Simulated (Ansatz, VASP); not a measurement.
# Ca in VASP and in Ansatz

File INCAR:

```
SYSTEM = Ca
PREC = Accurate
ENCUT = 520
EDIFF = 1E-7
ISMEAR = 0
SIGMA = 0.1
LREAL = .False.
LASPH = .True.
NELM = 100
ALGO = Normal
ISIF = 2
LWAVE = .False.
LCHARG = .False.
GGA = PE
NBANDS = 11
```

KPOINTS

```
regular mesh
0
Gamma
  12 12 12
  0 0 0
```

Contents of POSCAR:

```
Ca
1.0
    3.5566153655      0.0000000000      0.0000000000
    0.0000000000      3.5566153655      0.0000000000
    0.0000000000      0.0000000000      3.5566153655
Ca
1
Direct
    0.0000000000      0.0000000000      0.0000000000
```

Input for Ansatz:

```yaml
crystal:
  lattice:
    - [3.5566153655, 0.0, 0.0]
    - [0.0, 3.5566153655, 0.0]
    - [0.0, 0.0, 3.5566153655]
  atoms:
    - { symbol: Ca, position: [0.0, 0.0, 0.0] }
basis:
  ecutwfc: 420
kpoints:
  mp_grid: { grid: [12, 12, 12] }
hamiltonian:
  xc: pbe
scf:
  occupations: { method: gaussian, width: 0.1 }
output:
  forces: true
  stress: true
  eigenvalues: true
```

Alike in both runs: task single point; functional PBE; k mesh 12 × 12 × 12; occupations gaussian, width 0.1 eV; no spin polarisation.

|  | VASP | Ansatz |
| --- | --- | --- |
| version | VASP 6.6.1 | Ansatz 0.2.0 |
| potentials or method | VASP PAW PBE potentials, release 64 (Ca_sv), cutoff 520 eV | scalar-relativistic, plane waves, PAW |
| valence electrons in the cell | 10 | 10 |

```csv
,VASP,Ansatz,Ansatz less VASP
gap on the k mesh at the Fermi level (eV),none,none,-
pressure (GPa),-0.4,-0.4,-0.01
```

A gap of «none» marks a metal or a gap that the smearing closes. With one functional, cell and mesh, what is left measures potentials, basis and numerics.
